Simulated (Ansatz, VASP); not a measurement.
# TiO2: VASP beside Ansatz

Contents of POSCAR:

```
TiO2
1.0
    0.0000000000      2.3968272525      2.5166686152
    2.3968272525      0.0000000000      2.5166686152
    2.3968272525      2.3968272525      0.0000000000
Ti O
1 2
Direct
    0.0000000000      0.0000000000      0.0000000000
    0.2500000000      0.2500000000      0.2500000000
    0.7500000000      0.7500000000      0.7500000000
```

File INCAR.step1:

```
SYSTEM = TiO2
  PREC = Accurate
  ENCUT = 520
  ISMEAR = 0
  SIGMA = 0.01
  LREAL = .FALSE.
  LASPH = .TRUE.
  NELM = 100
  NBANDS = 19
  GGA = PE
  ALGO = Normal
  EDIFF = 1E-4
  LWAVE = .TRUE.
  LCHARG = .FALSE.
```

Contents of INCAR.step2:

```
SYSTEM = TiO2
  PREC = Accurate
  ENCUT = 520
  EDIFF = 1E-6
  ISMEAR = 0
  SIGMA = 0.01
  LREAL = .FALSE.
  LASPH = .TRUE.
  NELM = 100
  ALGO = Normal
  ISIF = 2
  LWAVE = .FALSE.
  LCHARG = .TRUE.
  METAGGA = R2SCAN
  LMIXTAU = .TRUE.
  LELF = .TRUE.
  LVHAR = .TRUE.
  NBANDS = 19
  ISTART = 1
```

File KPOINTS:

```
Automatic mesh
0
G
  10 10 10
  0 0 0
```

Input for Ansatz:

```yaml
crystal:
  lattice:
    - [0.0, 2.3968272525, 2.5166686152]
    - [2.3968272525, 0.0, 2.5166686152]
    - [2.3968272525, 2.3968272525, 0.0]
  atoms:
    - { symbol: Ti, position: [0.0, 0.0, 0.0] }
    - { symbol: O, position: [0.25, 0.25, 0.25] }
    - { symbol: O, position: [0.75, 0.75, 0.75] }
kpoints:
  mp_grid: { grid: [10, 10, 10] }
  band_path:
    path:
      - [0.0, 0.0, 0.0]
      - [0.5, 0.0, 0.5]
      - [0.625, 0.25, 0.625]
      - [0.375, 0.375, 0.75]
      - [0.5, 0.5, 0.5]
      - [0.5, 0.25, 0.75]
      - [0.0, 0.5, 0.5]
    npoints: 1
hamiltonian:
  xc: r2scan
scf:
  occupations: { method: fixed }
  n_extra_bands: 4
output:
  forces: true
  stress: true
  eigenvalues: true
```

Change from the starting cell: uniaxial_z strain +5.0%.

Alike in both runs: task single point; functional r2SCAN; k mesh 10 × 10 × 10; no spin polarisation.

|  | VASP | Ansatz |
| --- | --- | --- |
| version | VASP 6.6.1 | Ansatz 0.2.0 |
| potentials or method | VASP PAW PBE potentials, release 64 (Ti_sv, O) | plane waves, PAW |
| plane-wave cutoff (eV) | 520 | 500 |
| occupations | gaussian, width 0.01 eV | fixed |
| valence electrons in the cell | 24 | 24 |

|  | VASP | Ansatz | Ansatz less VASP |
| --- | --- | --- | --- |
| gap on the k mesh at the Fermi level (eV) | 1.16 | 1.12 | -0.036 |
| pressure (GPa) | -10.6 | -11.9 | -1.24 |
| traceless stress, the component that is largest in VASP (GPa) | -17.39 | -17.44 | -0.047 |

VASP's potentials were made for PBE, not for r2SCAN.
